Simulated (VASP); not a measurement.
ZrHg3, 4 atoms in the cell. The structure is cubic, space group Pm-3m (No. 221). Conventional cell: a = 4.479 Å, b = 4.479 Å, c = 4.479 Å, α = 90.00°, β = 90.00°, γ = 90.00°. Within 4.2 Å of Zr (site symmetry m-3m) lie 12 Hg at 3.17 Å. Hg (site symmetry 4/mmm) has 4 Zr at 3.17 Å and 8 Hg at 3.17 Å within 4.2 Å. 

```yaml
Program: VASP 6.6.1
Task: single point
Functional: PBEsol
Dispersion: D4
Potentials_or_basis: VASP PAW PBE potentials, release 64 (Zr_sv, Hg)
Cutoff: 520 eV
k_mesh: 5 × 5 × 5
Occupations: fermi-dirac, width 0.1 eV
Spin: no spin polarisation
Dipole_correction: no
Further_INCAR_settings: ALGO = Normal; EDIFF = 1e-07; NBANDS = 32
```

Potentials or basis: VASP PAW PBE potentials, release 64 (Zr_sv, Hg).

Command:

```bash
$ cat potpaw_PBE.64/Zr_sv/POTCAR potpaw_PBE.64/Hg/POTCAR > POTCAR
$ mpirun -np 1 vasp_std > vasp.out
```

Hardware: 1 thread of AMD EPYC 7R13 Processor (Zen 3), with other jobs on the host.

Task: How long does it take, and how much memory?

Result: It took 29 s on 1 thread of AMD EPYC 7R13 Processor (Zen 3) (shared host), peak memory 0.18 GiB. Counts: scf iterations 14, k points 10.
